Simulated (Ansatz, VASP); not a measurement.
**Ga2O3 in VASP and in Ansatz**

```
Ga O
1.0
     6.13871   -1.52366    0.00364
     6.13871    1.52366    0.00364
    -1.38044    0.00000    5.64415
Ga O
4 6
Direct
  0.34127 0.34127 0.68542
  0.65873 0.65873 0.31458
  0.90948 0.90948 0.20461
  0.09052 0.09052 0.79539
  0.50377 0.50377 0.74407
  0.49623 0.49623 0.25593
  0.82678 0.82678 0.43723
  0.17322 0.17322 0.56277
  0.16527 0.16527 0.10959
  0.83473 0.83473 0.89041
```

Alike in both runs: functional PBEsol; k mesh 8 × 8 × 4; occupations gaussian, width 0.02 eV; no spin polarisation.

Ansatz relaxed the structure, and its values are those at the end. VASP's run is a single point on that final structure, the one shown.

|  | VASP | Ansatz |
| --- | --- | --- |
| version | VASP 6.6.1 | Ansatz 0.2.0 |
| potentials or method | VASP PAW PBE potentials, release 64 (Ga_d, O), cutoff 520 eV | scalar-relativistic, plane waves, PAW |
| valence electrons in the cell | 88 | 88 |

```csv
,VASP,Ansatz,Ansatz less VASP
gap on the k mesh at the Fermi level (eV),2.23,2.23,-0.001
least direct gap on the mesh (eV),2.24,2.24,-0.003
pressure (GPa),0.3,0.0,-0.33
rms of the force components (eV/Å),0.009,0.002,-0.0071
```

VASP's potentials were made for PBE, not for PBEsol. With one functional, cell and mesh, what is left measures potentials, basis and numerics.
